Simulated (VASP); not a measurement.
Runs of VASP 6.6.1 on MnS. The structure is that of space group Fm-3m (No. 225), or close to it. The cells are those of the table. 

```csv
level,potentials or basis,spin,fixed moment (μB),cell,k mesh,gap on the mesh (eV),pressure (GPa),moment (μB)
LDA,"VASP PAW LDA potentials, release 64 (Mn_pv, S)","collinear, ferromagnetic start",-,"a = 3.284 Å, angles 60.0°, 2 atoms",7 × 7 × 7,none,9.3,3.02
PBE,"VASP PAW PBE potentials, release 64 (Mn_pv, S)","collinear, ferromagnetic start",-,"a = 3.646 Å, angles 60.3°, 2 atoms",5 × 5 × 5,none,-2.8,(b)
LDA,"VASP PAW LDA potentials, release 64 (Mn_pv, S)","collinear, ferromagnetic start",-,"a = 3.223 Å, angles 60.0°, 2 atoms",7 × 7 × 7,none,18.0,(a)
PBE,"VASP PAW PBE potentials, release 64 (Mn_pv, S)",off,-,"a = 3.646 Å, angles 60.3°, 2 atoms",9 × 9 × 9,none,-22.6,-
PBE,"VASP PAW PBE potentials, release 64 (Mn_pv, S)","collinear, ferromagnetic start",3.0,"a = 3.646 Å, angles 60.3°, 2 atoms",8 × 8 × 8,-,(c),3.00
```

Alike in all rows: task single point; cutoff (eV) 520; smearing fermi-dirac 0.05 eV.

Problem. Fill in the values left out.

Solution. (a) 2.75; (b) 4.55; (c) -15.7.

Caveats: some runs use coarse meshes; a cell with one magnetic atom can't hold antiferromagnetic order, which such compounds often take (some runs); semilocal functionals often make such compounds metallic where correlation or magnetic order opens a gap, which also shifts bond lengths (some runs); the total moment is fixed, so each spin has its own Fermi level (some runs).

A gap of «none» marks levels without a gap at the run's occupations.
